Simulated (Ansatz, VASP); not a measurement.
**ZnO: VASP beside Ansatz**

```
Zn O
1.0
     3.23865    0.00000    0.00000
    -1.61932    2.80475    0.00000
     0.00000    0.00000    7.02348
Zn O
2 2
Direct
  0.00000 0.00000 0.75000
  0.00000 0.00000 0.25000
  0.33333 0.66667 0.25000
  0.66667 0.33333 0.75000
```

Change from the starting cell: strain -0.015 along x and y, -0.015 along z, atoms carried along.

Alike in both runs: task single point; functional LDA; k mesh 9 × 9 × 4; occupations gaussian, width 0.05 eV; no spin polarisation.

```csv
,VASP,Ansatz
version,VASP 6.6.1,Ansatz 0.2.0
potentials or method,"VASP PAW LDA potentials, release 64 (Zn, O), cutoff 520 eV","scalar-relativistic, plane waves, PAW"
valence electrons in the cell,36,36
```

```csv
,VASP,Ansatz,Ansatz less VASP
gap on the k mesh at the Fermi level (eV),0.76,0.75,-0.014
least direct gap on the mesh (eV),0.76,0.75,-0.014
pressure (GPa),-3.5,-4.4,-0.92
"traceless stress, the component that is largest in VASP (GPa)",1.61,2.60,+0.997
```

LDA's correlation is that of Perdew and Zunger in VASP and of Perdew and Wang (1992) in Ansatz.
